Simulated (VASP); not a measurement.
# HfH7C16 in VASP: relaxation of the atoms with PBE

Aim: the relaxation of the atoms of HfH7C16 with PBE.

Program: VASP 6.6.1. These are calculated values, not measurements. Logs are shortened: lines on timing, memory, paths and dates and some standing lists are left out, and cuts for length are marked.

### Step 1. The cell of the first run

The cell holds a slab with vacuum, 24 atoms: a = 5.049 Å, b = 5.049 Å, c = 17.776 Å, α = 90.00°, β = 90.00°, γ = 60.00°.

### Step 2. Relaxation of the atoms, PBE, collinear spin

Contents of INCAR:

```
PREC = Accurate
ENCUT = 520
EDIFF = 1E-7
ISMEAR = -1
SIGMA = 0.02
LREAL = False
LASPH = True
NELM = 200
ALGO = Normal
ISIF = 2
LWAVE = False
LCHARG = False
ISPIN = 2
MAGMOM = 0 0 0 0 0 0 0 0 0 0 0 0 0 0 0 0 0 0 0 0 0 0 0 1
LORBIT = 11
LMAXMIX = 4
GGA = PE
IBRION = 2
NSW = 45
EDIFFG = -0.08
GGA_COMPAT = False
NELMIN = 4
NELMDL = -8
NCORE = 4
```

Contents of KPOINTS:

```
Automatic mesh
0
Gamma
  2 2 1
```

Contents of POSCAR:

```
HfH7C16
1.0
    5.0487420000      0.0000000000      0.0000000000
    2.5243710000      4.3723390000      0.0000000000
    0.0000000000      0.0000000000     17.7764260000
H C Hf
7 16 1
Selective dynamics
Direct
    0.1666667000      0.1666667000      0.0562543000  F F F
    0.6666667000      0.1666667000      0.0562543000  F F F
    0.1666667000      0.6666667000      0.0562543000  F F F
    0.6666667000      0.6666667000      0.0562543000  F F F
    0.5000000000      0.0000000000      0.3249487000  T T T
    0.0000000000      0.5000000000      0.3249487000  T T T
    0.5000000000      0.5000000000      0.3249487000  T T T
    0.1666667000      0.1666667000      0.1181340000  F F F
    0.6666667000      0.1666667000      0.1181340000  F F F
    0.1666667000      0.6666667000      0.1181340000  F F F
    0.6666667000      0.6666667000      0.1181340000  F F F
   -0.1666667000      0.3333333000      0.1471210000  F F F
    0.3333333000      0.3333333000      0.1471210000  F F F
   -0.1666667000      0.8333333000      0.1471210000  F F F
    0.3333333000      0.8333333000      0.1471210000  F F F
   -0.1666667000      0.3333333000      0.2340820000  T T T
    0.3333333000      0.3333333000      0.2340820000  T T T
   -0.1666667000      0.8333333000      0.2340820000  T T T
    0.3333333000      0.8333333000      0.2340820000  T T T
    0.0000000000      0.0000000000      0.2630689000  T T T
    0.5000000000      0.0000000000      0.2630689000  T T T
    0.0000000000      0.5000000000      0.2630689000  T T T
    0.5000000000      0.5000000000      0.2630689000  T T T
    0.3562864000      0.6287640000      0.4374572000  T T T
```

Potentials or basis: VASP PAW PBE potentials, release 64 (H, C, Hf_pv).

Launch:

```
cat potpaw_PBE.64/H/POTCAR potpaw_PBE.64/C/POTCAR potpaw_PBE.64/Hf_pv/POTCAR > POTCAR
mpirun -np 4 vasp_std > vasp.out
```

OUTCAR:

```text
PREC = Accurate
   ENCUT = 520
   EDIFF = 1E-7
   ISMEAR = -1
   LREAL = False
   LASPH = True
   NELM = 200
   ISIF = 2
   ISPIN = 2
   LORBIT = 11
   GGA = PE
   IBRION = 2
   NSW = 45
   EDIFFG = -0.08
   NELMIN = 4
   NELMDL = -8

 ion  position               nearest neighbor table
   1  0.167  0.167  0.056-   8 1.10
   2  0.667  0.167  0.056-   9 1.10
   3  0.167  0.667  0.056-  10 1.10
   4  0.667  0.667  0.056-  11 1.10
   5  0.500  0.000  0.325-  21 1.10
   6  0.000  0.500  0.325-  22 1.10
   7  0.500  0.500  0.325-  23 1.10  24 2.12
   8  0.167  0.167  0.118-   1 1.10  13 1.55  12 1.55  15 1.55
   9  0.667  0.167  0.118-   2 1.10  12 1.55  13 1.55  14 1.55
  10  0.167  0.667  0.118-   3 1.10  15 1.55  14 1.55  13 1.55
  11  0.667  0.667  0.118-   4 1.10  14 1.55  15 1.55  12 1.55
  12  0.833  0.333  0.147-   9 1.55   8 1.55  11 1.55  16 1.55
  13  0.333  0.333  0.147-   8 1.55   9 1.55  10 1.55  17 1.55
  14  0.833  0.833  0.147-  11 1.55  10 1.55   9 1.55  18 1.55
  15  0.333  0.833  0.147-  10 1.55  11 1.55   8 1.55  19 1.55
  16  0.833  0.333  0.234-  23 1.55  20 1.55  22 1.55  12 1.55
  17  0.333  0.333  0.234-  22 1.55  21 1.55  23 1.55  13 1.55
  18  0.833  0.833  0.234-  21 1.55  22 1.55  20 1.55  14 1.55
  19  0.333  0.833  0.234-  20 1.55  23 1.55  21 1.55  15 1.55
  20  0.000  0.000  0.263-  19 1.55  16 1.55  18 1.55
  21  0.500  0.000  0.263-   5 1.10  18 1.55  17 1.55  19 1.55
  22  0.000  0.500  0.263-   6 1.10  17 1.55  18 1.55  16 1.55
  23  0.500  0.500  0.263-   7 1.10  16 1.55  19 1.55  17 1.55
  24  0.356  0.629  0.437-   7 2.12

  LATTYP: Found a hexagonal cell.
 ALAT       =     5.0487421480
 C/A-ratio  =     3.5209613561

  Lattice vectors:

 A1 = (  -2.5243710000,  -4.3723390000,   0.0000000000)
 A2 = (   5.0487420000,   0.0000000000,   0.0000000000)
 A3 = (   0.0000000000,   0.0000000000,  17.7764260000)

Analysis of symmetry for initial positions (statically):
=====================================================================
 Subroutine PRICEL returns:
 Original cell was already a primitive cell.

 Routine SETGRP: Setting up the symmetry group for a
 hexagonal supercell.

 Subroutine GETGRP returns: Found  1 space group operations
 (whereof  1 operations were pure point group operations)
 out of a pool of 24 trial point group operations.

The static configuration has the point symmetry C_1 .

Analysis of symmetry for dynamics (positions and initial velocities):
=====================================================================
 Subroutine PRICEL returns:
 Original cell was already a primitive cell.

 Routine SETGRP: Setting up the symmetry group for a
 hexagonal supercell.

 Subroutine GETGRP returns: Found  1 space group operations
 (whereof  1 operations were pure point group operations)
 out of a pool of 24 trial point group operations.

The dynamic configuration has the point symmetry C_1 .

Analysis of constrained symmetry for selective dynamics:
=====================================================================
 Subroutine PRICEL returns:
 Original cell was already a primitive cell.

 Routine SETGRP: Setting up the symmetry group for a
 hexagonal supercell.

 Subroutine GETGRP returns: Found  1 space group operations
 (whereof  1 operations were pure point group operations)
 out of a pool of 24 trial point group operations.

The constrained configuration has the point symmetry C_1 .

Analysis of structural, dynamic, and magnetic symmetry:
=====================================================================
 Subroutine PRICEL returns:
 Original cell was already a primitive cell.

 Routine SETGRP: Setting up the symmetry group for a
 hexagonal supercell.

 Subroutine GETGRP returns: Found  1 space group operations
 (whereof  1 operations were pure point group operations)
 out of a pool of 24 trial point group operations.

The overall configuration has the point symmetry C_1 .

 Subroutine INISYM returns: Found  1 space group operations
 (whereof  1 operations are pure point group operations),
 and found     1 'primitive' translations

[... 118 lines left out ...]
   LREAL  =      F    real-space projection
   EDIFFG = -.8E-01   stopping-criterion for IOM
   NSW    =     45    number of steps for IOM
   IBRION =      2    ionic relax: 0-MD 1-quasi-New 2-CG
   NFREE  =      1    steps in history (QN), initial steepest desc. (CG)
   ISIF   =      2    stress and relaxation
   ISYM   =      2    0-nonsym 1-usesym 2-fastsym
   POTIM  = 0.5000    time-step for ionic-motion
   TEBEG  =    0.0;   TEEND  =   0.0 temperature during run
   PSTRESS=    0.0 pullay stress
   NELECT =      81.0000    total number of electrons
   NUPDOWN=      -1.0000    fix difference up-down
   EMIN   =  10.00;   EMAX   =-10.00  energy-range for DOS
   EFERMI =   0.00;   METHOD = LEGACY
   ISMEAR =    -1;   SIGMA  =   0.02  broadening in eV -4-tet -1-fermi 0-gaus
   EFERMI_NEDOS =   21; number of points for ismear=-14 and -15
   IALGO  =     38    algorithm
   IMIX   =      4    mixing-type and parameters
     AMIX     =   0.40;   BMIX     =  1.00
     AMIX_MAG =   1.60;   BMIX_MAG =  1.00
  volume/ion in A,a.u.               =      16.35       110.34
  Fermi-wavevector in a.u.,A,eV,Ry     =   0.967511  1.828331 12.736114  0.936078
  Thomas-Fermi vector in A             =   2.097403
   LORBIT       =     11    0 simple, 1 ext, 2 COOP (PROOUT), +10 PAW based schemes
   GGA     = PE    functional components
   LHFCALC =     F    Hartree Fock is set to
   AEXX    =    0.0000 exact exchange contribution
   IVDW    =     0    specifies the selected vdW correction
   LEPSILON=     F    determine dielectric tensor
   LRPA    =     F    only Hartree local field effects (RPA)
 conjugate gradient relaxation of ions
 spin polarized calculation
  energy-cutoff  :      520.00
  volume of cell :      392.41
 maximum number of plane-waves:     10627
 NGX is ok and might be reduce to    40
   NGX = 19   NGY = 19   NGZ = 67

--------------------------------------- Ionic step        1  -------------------------------------------

 number of electron      81.0000004 magnetization       1.0000182

 Free energy of the ion-electron system (eV)
  ---------------------------------------------------
  ext. energy  EPLUGINS =         0.00000000
  ---------------------------------------------------
  free energy    TOTEN  =      -172.92719694 eV

  energy without entropy =     -172.92691181  energy(sigma->0) =     -172.92705438

------------------------ aborting loop because EDIFF is reached ----------------------------------------

  FORCE on cell =-STRESS in cart. coord.  units (eV):
  Direction    XX          YY          ZZ          XY          YZ          ZX
  --------------------------------------------------------------------------------------
  -------------------------------------------------------------------------------------
  Total        0.1180185     -0.4924556     -2.9292316      0.3203738      1.7298769     -0.8347588
  in kB        0.4818581     -2.0106488    -11.9597702      1.3080552      7.0629206     -3.4082397
  external PRESSURE =      -4.4961870 kB  Pullay stress =       0.0000000 kB
[... 155 lines left out ...]
  FREE ENERGIE OF THE ION-ELECTRON SYSTEM (eV)
  ---------------------------------------------------
  free  energy   TOTEN  =      -173.1310909383 eV

  energy  without entropy=     -173.1307529817  energy(sigma->0) =     -173.13092196

[... ionic steps 4 to 41 ...]

--------------------------------------- Ionic step       42  -------------------------------------------

 number of electron      81.0000003 magnetization       0.9999518

------------------------ aborting loop because EDIFF is reached ----------------------------------------
[... 111 lines left out ...]
--------------------------------------- Ionic step       44  -------------------------------------------

 number of electron      81.0000003 magnetization       0.9999513

 Free energy of the ion-electron system (eV)
  ---------------------------------------------------
  ext. energy  EPLUGINS =         0.00000000
  ---------------------------------------------------
  free energy    TOTEN  =      -175.02049535 eV

  energy without entropy =     -175.02014071  energy(sigma->0) =     -175.02031803

 E-fermi :   0.9586     XC(G=0):  -5.5316

 val. band max:        0.8537020311   @ k =   0.0000   0.0000   0.0000
 cond. band min:       1.0745175091   @ k =   0.5000  -0.0000   0.0000
 fundamental gap:      0.2208154780
 Fermi energy:         0.9585726307

 spin component 1

 k-point     1 :       0.0000    0.0000    0.0000
  band No.  band energies     occupation
      1     -31.9877      1.00000
      2     -31.9577      1.00000
      3     -31.7538      1.00000
      4     -20.1202      1.00000
      5     -17.4820      1.00000
      6     -14.8981      1.00000
[... 209 lines left out ...]
     51       5.6933      0.00000
     52       6.1991      0.00000
 Fermi energy:         0.9585726307

 spin component 2

 k-point     1 :       0.0000    0.0000    0.0000
  band No.  band energies     occupation
      1     -31.7896      1.00000
      2     -31.5453      1.00000
      3     -31.3367      1.00000
      4     -20.1197      1.00000
      5     -17.4807      1.00000
      6     -14.8975      1.00000
[... 209 lines left out ...]
     51       5.7512      0.00000
     52       6.2235      0.00000
 [bands above 52 left out]

------------------------ aborting loop because EDIFF is reached ----------------------------------------

  FORCE on cell =-STRESS in cart. coord.  units (eV):
  Direction    XX          YY          ZZ          XY          YZ          ZX
  --------------------------------------------------------------------------------------
  -------------------------------------------------------------------------------------
  Total        1.7261704      1.8214885     -0.9737868     -0.0794585      0.4202363     -0.2796832
  in kB        7.0477874      7.4369618     -3.9758778     -0.3244214      1.7157843     -1.1419195
  external PRESSURE =       3.5029571 kB  Pullay stress =       0.0000000 kB
[... 39 lines left out ...]
  FREE ENERGIE OF THE ION-ELECTRON SYSTEM (eV)
  ---------------------------------------------------
  free  energy   TOTEN  =      -175.0204953503 eV

  energy  without entropy=     -175.0201407077  energy(sigma->0) =     -175.02031803

 reached required accuracy - stopping structural energy minimisation

 total charge

# of ion       s       p       d       tot
------------------------------------------
    1        0.651   0.043   0.000   0.695
    2        0.652   0.043   0.000   0.695
    3        0.651   0.043   0.000   0.695
    4        0.651   0.044   0.000   0.695
    5        0.633   0.043   0.000   0.676
    6        0.633   0.044   0.000   0.677
[... 16 lines left out ...]
   23        0.837   1.762   0.000   2.598
   24        0.505   6.055   1.286   7.846
--------------------------------------------------
tot         18.267  34.333   1.286  53.886

 magnetization (x)

# of ion       s       p       d       tot
------------------------------------------
    1       -0.000   0.000   0.000  -0.000
    2       -0.000   0.000   0.000  -0.000
    3        0.000  -0.000   0.000   0.000
    4        0.000  -0.000   0.000   0.000
    5       -0.000   0.001   0.000   0.001
    6       -0.000   0.001   0.000   0.000
[... 16 lines left out ...]
   23       -0.000  -0.003   0.000  -0.003
   24        0.025   0.022   0.543   0.590
--------------------------------------------------
tot          0.026   0.021   0.543   0.590
```

Run time: 53 min. Hardware: 4 MPI ranks of Intel Xeon Platinum 8488C (Sapphire Rapids), shared host; peak memory 0.29 GiB.

Results:

* Free energy: -175.0205 eV
* Energy gained by relaxing: 87.2 meV/atom
* Ionic steps: 44
* Band gap on the k mesh: 0.22 eV (least direct gap 0.33 eV)
* Net moment: 1.00 μB per cell
* Site moments: H -0.00, +0.00 (each value once); C -0.00, +0.00, -0.01, +0.01 (each value once); Hf +0.59 μB
* Valence electrons inside the program's atomic spheres: H 0.69, 0.68 (each value once); C 2.59, 2.56, 2.57, 2.58, 2.54, 2.60 (each value once); Hf 7.85

The path:
```
step  energy change (eV)  largest force on free atoms (eV/Å)  pressure (GPa)
   1              0.0000                              2.5153           -0.45
   3             -0.2039                              0.6455           -0.50
   5             -0.2311                              0.6274           -0.33
   7             -0.2696                              0.6394           -0.18
   9             -0.3178                              0.6838           -0.18
  11             -0.3793                              1.6182           -0.10
  13             -0.4152                              1.3065           -0.15
  15             -0.6175                              1.4624           -0.24
  17             -0.7591                              3.3519           -0.15
  19             -0.9690                              3.2828           -0.11
  21             -1.2140                              2.2843            0.01
  23             -1.4137                              2.0553           -0.05
  25             -1.7338                              1.3965           -0.07
  27             -1.7589                              1.5379           -0.03
  29             -1.9148                              0.9291           -0.21
  31             -1.9953                              0.8242           -0.13
  33             -2.0409                              0.4924           -0.02
  35             -2.0680                              0.3866            0.25
  37             -2.0828                              0.2317            0.34
  39             -2.0878                              0.2141            0.36
  41             -2.0913                              0.1526            0.36
  43             -2.0926                              0.1143            0.36
  44             -2.0933                              0.0566            0.35
```

Final structure:
```
H C Hf
1.0
     5.04874    0.00000    0.00000
     2.52437    4.37234    0.00000
     0.00000    0.00000   17.77643
H C Hf
7 16 1
Direct
  0.16667 0.16667 0.05625
  0.66667 0.16667 0.05625
  0.16667 0.66667 0.05625
  0.66667 0.66667 0.05625
  0.50080 0.00109 0.32423
  0.00645 0.49617 0.32412
  0.49737 0.49891 0.32438
  0.16667 0.16667 0.11813
  0.66667 0.16667 0.11813
  0.16667 0.66667 0.11813
  0.66667 0.66667 0.11813
  0.83333 0.33333 0.14712
  0.33333 0.33333 0.14712
  0.83333 0.83333 0.14712
  0.33333 0.83333 0.14712
  0.83506 0.33115 0.23460
  0.33474 0.33207 0.23404
  0.83530 0.83266 0.23477
  0.33304 0.83295 0.23490
  0.00092 0.99911 0.26467
  0.50154 0.99873 0.26105
  0.00200 0.49824 0.26102
  0.50126 0.49862 0.26118
  0.97581 0.02860 0.39237
```

Caveat: the k points lie up to 0.72 Å⁻¹ apart; there is no dipole correction, which matters where the two faces differ; spin-orbit coupling is left out, which moves the levels of the heavy elements.
